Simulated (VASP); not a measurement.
Slab: WS2, a slab with vacuum.

```
CELL_PARAMETERS angstrom
3.18352 0.00000 0.00000
-1.59176 2.75701 0.00000
0.00000 0.00000 16.95058
ATOMIC_POSITIONS crystal
W 0.33333 0.66667 0.00000
S 0.66667 0.33333 0.90800
S 0.66667 0.33333 0.09200
```

Base run:

| Item | Value |
| --- | --- |
| Program | VASP 6.6.1 |
| Functional | LDA |
| Potentials or basis | VASP PAW LDA potentials, release 64 (W_sv, S) |
| Cutoff | 520 eV |
| k mesh | 8 × 8 × 2 |
| Occupations | gaussian, width 0.15 eV |
| Spin | no spin polarisation |

Its results: band gap on the k mesh 2.06 eV, indirect (least direct gap 2.24 eV); largest force 0.357 eV/Å.

After a change of settings the same cell gave: band gap on the k mesh 1.78 eV, indirect (the least direct gap lies 0.4 meV higher); largest force 0.353 eV/Å. Which change was it?
A. k mesh from 8 × 8 × 2 to 10 × 10 × 2
B. k mesh from 8 × 8 × 2 to 5 × 5 × 1; further incar settings from ALGO = Normal; EDIFF = 1e-07; NBANDS = 20 to ALGO = Normal; EDIFF = 1e-06; NBANDS = 20
C. k mesh from 8 × 8 × 2 to 4 × 4 × 1; further incar settings from ALGO = Normal; EDIFF = 1e-07; NBANDS = 20 to ALGO = Normal; EDIFF = 1e-06; NBANDS = 20
D. k mesh from 8 × 8 × 2 to 6 × 6 × 1

D.

Caveats: spin-orbit coupling is left out, which moves the levels of the heavy elements.
